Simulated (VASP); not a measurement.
Here is a VASP 6.6.1 calculation.

File INCAR:

```
SYSTEM = V
PREC = Accurate ; ENCUT = 520
EDIFF = 1E-6 ; ISMEAR = 0
SIGMA = 0.1 ; LREAL = .False.
LASPH = .True. ; NELM = 100
ALGO = Fast ; ISIF = 2
LWAVE = .False. ; LCHARG = .False.
GGA = PE ; NBANDS = 12
```

The input KPOINTS:

```
regular mesh
0
Gamma
  20 20 20
  0 0 0
```

File POSCAR:

```
V
1.0
   -1.4986106536      1.4986106536      1.4986106536
    1.4986106536     -1.4986106536      1.4986106536
    1.4986106536      1.4986106536     -1.4986106536
V
1
Direct
    0.0000000000      0.0000000000      0.0000000000
```

Potentials or basis: VASP PAW PBE potentials, release 64 (V_sv).

Command:

```sh
$ cat potpaw_PBE.64/V_sv/POTCAR > POTCAR
$ mpirun -np 1 vasp_std > vasp.out
```

Task: What does it give for the pressure?

Result: 0.3 GPa.
